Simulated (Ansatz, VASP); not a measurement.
# One calculation of BaTiO3, two programs

File INCAR:

```
ALGO = Normal
EDIFF = 1E-7
ENCUT = 520
GGA = PS
ISIF = 2
ISMEAR = -1
LASPH = T
LCHARG = F
LREAL = F
LWAVE = F
NBANDS = 28
NELM = 80
PREC = Accurate
SIGMA = 0.05
```

The input KPOINTS:

```
k-points
0
Gamma
  7 7 7
```

POSCAR

```
BaTiO3
1.0
    4.0060000000      0.0000000000      0.0000000000
    0.0000000000      4.0060000000      0.0000000000
    0.0000000000      0.0000000000      4.0060000000
Ba Ti O
1 1 3
Direct
    0.4995820000      0.4932190000      0.5062780000
    0.0000700000     -0.0020440000     -0.0109340000
    0.0033810000      0.0076360000      0.4931720000
    0.0002570000      0.4939700000      0.0067890000
    0.5026220000     -0.0065370000      0.0085460000
```

File input.yaml:

```yaml
crystal:
  lattice:
    - [4.006, 0.0, 0.0]
    - [0.0, 4.006, 0.0]
    - [0.0, 0.0, 4.006]
  atoms:
    - { symbol: Ba, position: [0.499582, 0.493219, 0.506278] }
    - { symbol: Ti, position: [7.0e-05, -0.002044, -0.010934] }
    - { symbol: O, position: [0.003381, 0.007636, 0.493172] }
    - { symbol: O, position: [0.000257, 0.49397, 0.006789] }
    - { symbol: O, position: [0.502622, -0.006537, 0.008546] }
kpoints:
  mp_grid: { grid: [7, 7, 7] }
scf:
  occupations: { method: fermi_dirac, width: 0.05 }
hamiltonian:
  xc: pbesol
  pseudopotentials: { kind: all_electron, lapw: { basis_error: 0.001 } }
output:
  forces: true
  stress: true
  eigenvalues: true
  populations: true
```

Change from the starting cell: atoms moved at random, drawn with an rms of 0.05 Å.

Alike in both runs: task single point; functional PBEsol; k mesh 7 × 7 × 7; occupations fermi-dirac, width 0.05 eV; no spin polarisation.

```csv
,VASP,Ansatz
version,VASP 6.6.1,Ansatz 0.2.0
potentials or method,"VASP PAW PBE potentials, release 64 (Ba_sv, Ti_sv, O), cutoff 520 eV","all-electron LAPW, scalar-relativistic"
```

|  | VASP | Ansatz | Ansatz less VASP |
| --- | --- | --- | --- |
| gap on the k mesh at the Fermi level (eV) | 1.76 | 1.82 | +0.061 |
| least direct gap on the mesh (eV) | 1.85 | 1.87 | +0.022 |
| pressure (GPa) | -2.8 | -4.6 | -1.79 |
| traceless stress, the component that is largest in VASP (GPa) | -0.14 | -0.14 | +0.003 |
| rms of the force components (eV/Å) | 0.249 | 0.248 | -0.0006 |

VASP's potentials were made for PBE, not for PBEsol. Atom by atom the forces differ by 0.008 eV/Å (rms over components). Ansatz ran all-electron here, and VASP with PAW potentials.

Neither program's run includes spin-orbit coupling.
